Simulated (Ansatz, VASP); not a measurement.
## Two plane-wave programs on B5As2

```
B As
1.0
     0.00000    6.36303    8.62154
     2.37497    0.00000    8.62154
     2.37497    6.36303    0.00000
B As
10 4
Direct
  0.04894 0.04894 0.95106
  0.95106 0.95106 0.04894
  0.20577 0.57223 0.79423
  0.57223 0.20577 0.42777
  0.97408 0.61417 0.02592
  0.02592 0.38583 0.97408
  0.61417 0.97408 0.38583
  0.38583 0.02592 0.61417
  0.42777 0.79423 0.57223
  0.79423 0.42777 0.20577
  0.74331 0.98582 0.01418
  0.01418 0.25669 0.74331
  0.25669 0.01418 0.98582
  0.98582 0.74331 0.25669
```

Alike in both runs: functional PBE; k mesh 6 × 6 × 6; occupations gaussian, width 0.02 eV; no spin polarisation.

Ansatz relaxed the structure, and its values are those at the end. VASP's run is a single point on that final structure, the one shown.

```csv
,VASP,Ansatz
version,VASP 6.6.1,Ansatz 0.2.0
potentials or method,"VASP PAW PBE potentials, release 64 (B, As), cutoff 520 eV","scalar-relativistic, plane waves, PAW"
valence electrons in the cell,50,90
```

Ansatz gave:

- gap on the k mesh at the Fermi level (eV): 0.86
- least direct gap on the mesh (eV): 0.86
- pressure (GPa): 0.0
- rms of the force components (eV/Å): 0.001

Estimate VASP's values.

gap on the k mesh at the Fermi level (eV): 0.88; least direct gap on the mesh (eV): 0.88; pressure (GPa): 0.3; rms of the force components (eV/Å): 0.045.

VASP's potentials hold 50 valence electrons a cell and Ansatz's 90, so a difference there can come from the potentials and not from the codes.
